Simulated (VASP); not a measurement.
Set up this calculation in VASP 6.6.1, as the native input.

```yaml
Task: single point
Functional: r2SCANh
Potentials_or_basis: VASP PAW PBE potentials, release 64 (Pd)
Cutoff: 520 eV
k_mesh: 6 × 6 × 6
Occupations: fermi-dirac, width 0.05 eV
Spin: no spin polarisation
Dipole_correction: no
Grid_for_exact_exchange_PRECFOCK: Normal
Further_INCAR_settings: ALGO = Normal; EDIFF = 1e-06; NBANDS = 11
Share_of_exact_exchange: 0.1
```

Crystal: Pd.

```
Pd
1.0
     0.00000    1.97211    1.97211
     1.97211    0.00000    1.97211
     1.97211    1.97211    0.00000
Pd
1
Direct
  0.00000 0.00000 0.00000
```

One way to write it, as run:

POSCAR

```
Pd
1.0
    0.0000000000      1.9721147795      1.9721147795
    1.9721147795      0.0000000000      1.9721147795
    1.9721147795      1.9721147795      0.0000000000
Pd
1
Direct
    0.0000000000      0.0000000000      0.0000000000
```

INCAR.step1

```
  ALGO = Normal
  EDIFF = 1E-5
  ENCUT = 520
  GGA = PE
  ISIF = 2
  ISMEAR = -1
  LASPH = T
  LCHARG = F
  LREAL = F
  LWAVE = T
  NBANDS = 11
  NELM = 80
  PREC = Accurate
  SIGMA = 0.05
```

INCAR.step2

```
  AEXX = 0.1
  ALGO = Normal
  EDIFF = 1E-6
  ENCUT = 520
  ISIF = 2
  ISMEAR = -1
  ISTART = 1
  LASPH = T
  LCHARG = F
  LHFCALC = T
  LMIXTAU = T
  LREAL = F
  LWAVE = F
  METAGGA = R2SCAN
  NBANDS = 11
  NELM = 80
  PREC = Accurate
  PRECFOCK = Normal
  SIGMA = 0.05
```

KPOINTS

```
k-points
0
Gamma
  6 6 6
```

Potentials or basis: VASP PAW PBE potentials, release 64 (Pd).

The run is started by

```sh
$ cat potpaw_PBE.64/Pd/POTCAR > POTCAR
$ cp INCAR.step1 INCAR
$ mpirun -np 1 vasp_std > vasp.out
$ cp INCAR.step2 INCAR
$ mpirun -np 1 vasp_std > vasp.out
```

It gave:

```
Pressure               : -6.0 GPa
Band gap on the k mesh : zero (bands 5 and 6 overlap by 2.09 eV)
```

Caveat: the k points lie up to 0.46 Å⁻¹ apart, too coarse for converged energies and pressures of a metal; the PAW data sets were made with another functional, which shifts forces and pressure a little.

It took 5.5 min on 1 thread of Intel(R) Xeon(R) Platinum 8259CL CPU @ 2.50GHz (Skylake/Cascade Lake), with other jobs on the host, peak memory 0.16 GiB.
